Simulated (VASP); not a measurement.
A run of VASP 6.6.1 is set up as follows.

INCAR

```
SYSTEM = InSb
ALGO = Normal
EDIFF = 1E-6
ENCUT = 500
GGA = PS
GGA_COMPAT = .FALSE.
ISIF = 2
ISMEAR = 0
LASPH = .TRUE.
LCHARG = .TRUE.
LELF = .TRUE.
LREAL = .FALSE.
LVHAR = .TRUE.
LWAVE = .FALSE.
NBANDS = 16
NELM = 120
PREC = Accurate
SIGMA = 0.15
```

File KPOINTS:

```
k-points
0
G
  14 14 8
  0 0 0
```

The input POSCAR:

```
InSb
1.0
    3.0361886953      0.0000000000      0.0000000000
    0.0000000000      3.0361886953      0.0000000000
    0.0000000000      0.0000000000      5.8525016686
In Sb
1 1
Direct
    0.0000000000      0.0000000000      0.0000000000
    0.0000000000      0.0000000000      0.5000000000
```

Potentials or basis: VASP PAW PBE potentials, release 64 (In_d, Sb).

The run is started by

```sh
$ cat potpaw_PBE.64/In_d/POTCAR potpaw_PBE.64/Sb/POTCAR > POTCAR
$ mpirun -np 1 vasp_std > vasp.out
```

(1) Estimate the band gap on the k mesh.

(2) What does it give for the pressure?

## Answers

(1) zero (bands 9 and 10 overlap by 5.88 eV).

(2) 2.3 GPa.

Caveat: the cell differs from its parent crystal (normal strain along x +0.0000, normal strain along z -0.0400); the PAW data sets were made with another functional, which shifts forces and pressure a little; spin-orbit coupling is left out, which moves the levels of the heavy elements.
